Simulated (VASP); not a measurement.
A run of VASP 6.6.1 is set up as follows.

INCAR

```
SYSTEM = MgO
PREC = Accurate
ENCUT = 520
EDIFF = 1E-8
ISMEAR = 0
SIGMA = 0.01
LREAL = .FALSE.
LASPH = .TRUE.
NELM = 80
ALGO = Normal
ISIF = 2
LWAVE = .FALSE.
LCHARG = .FALSE.
METAGGA = R2SCAN
LMIXTAU = .TRUE.
LCALCEPS = .TRUE.
```

File KPOINTS:

```
Automatic mesh
0
G
  8 8 8
  0 0 0
```

The input POSCAR:

```
MgO
1.0
    0.0000000000      2.0601240671      2.1293490089
    2.0601240671      0.0000000000      2.1293490089
    2.0601240671      2.0601240671      0.0000000000
Mg O
1 1
Direct
    0.0000000000      0.0000000000      0.0000000000
    0.5000000000      0.5000000000      0.5000000000
```

Potentials or basis: VASP PAW PBE potentials, release 64 (Mg, O).

Run with:

```sh
$ cat potpaw_PBE.64/Mg/POTCAR potpaw_PBE.64/O/POTCAR > POTCAR
$ mpirun -np 1 vasp_std > vasp.out
```

**Question.** Predict the electronic dielectric tensor (diagonal).

**Answer.** 2.87, 2.87, 2.95.

**Question.** What does it give for the Born charges (mean of the diagonal)?

**Answer.** Mg +1.93; O -1.93 e.

**Question.** What does it give for the band gap on the k mesh?

**Answer.** 5.89 eV.

Born effective charge tensors (e):
atom 1, Mg
```
1.92 0.00 0.00
0.00 1.92 0.00
0.00 0.00 1.95
```
atom 2, O
```
-1.92  0.00  0.00
 0.00 -1.92  0.00
 0.00  0.00 -1.95
```

Caveat: the cell differs from its parent crystal (epitaxial xy strain -2.0%).
